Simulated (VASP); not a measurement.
A run of VASP 6.6.1:

POSCAR

```
C
1.0
   -0.0000017678     -1.7801478739     -1.7801561704
   -1.7801545677     -0.0000040119     -1.7801539264
    1.7801518348      1.7801384089     -3.5603011079
C
4
Direct
    0.7499976098      0.7500040488      0.7499995773
    0.2500019005      0.2499966270      0.2500005849
    0.3749979973      0.3750033450      0.8749996536
    0.8750024925      0.8749959791      0.3750001842
```

Contents of INCAR.step1:

```
ALGO     = Normal         # electronic algorithm
EDIFF    = 1E-4           # SCF threshold, eV
ENCUT    = 520            # plane-wave cutoff, eV
GGA      = PE             # functional
ISMEAR   = 0              # smearing method
LASPH    = T              # aspherical terms in the spheres
LCHARG   = F              # write CHGCAR
LREAL    = F              # projectors in reciprocal space
LWAVE    = T              # write WAVECAR
NBANDS   = 16             # bands
NELM     = 80             # most SCF steps
PREC     = Accurate       # precision mode
SIGMA    = 0.05           # smearing width, eV
```

INCAR.step2

```
ALGO     = Normal         # electronic algorithm
EDIFF    = 1E-7           # SCF threshold, eV
ENCUT    = 520            # plane-wave cutoff, eV
ISIF     = 2              # what is computed and relaxed
ISMEAR   = 0              # smearing method
ISTART   = 1            
LASPH    = T              # aspherical terms in the spheres
LCHARG   = F              # write CHGCAR
LMIXTAU  = T            
LREAL    = F              # projectors in reciprocal space
LWAVE    = F              # write WAVECAR
METAGGA  = R2SCAN         # meta-GGA
NBANDS   = 16             # bands
NELM     = 80             # most SCF steps
PREC     = Accurate       # precision mode
SIGMA    = 0.05           # smearing width, eV
```

KPOINTS

```
k-points
0
Gamma
  12 12 10
```

Potentials or basis: VASP PAW PBE potentials, release 64 (C).

Command:

```sh
$ cat potpaw_PBE.64/C/POTCAR > POTCAR
$ cp INCAR.step1 INCAR
$ mpirun -np 1 vasp_std > vasp.out
$ cp INCAR.step2 INCAR
$ mpirun -np 1 vasp_std > vasp.out
```

Hardware: 1 thread of Intel(R) Xeon(R) Platinum 8124M CPU @ 3.00GHz (Skylake/Cascade Lake), with other jobs on the host.

Question: How long does it take, and how much memory?

Answer: Run time: 5.8 min on 1 thread of Intel(R) Xeon(R) Platinum 8124M CPU @ 3.00GHz (Skylake/Cascade Lake) (shared host), peak memory 0.21 GiB. Counts: k points 367.
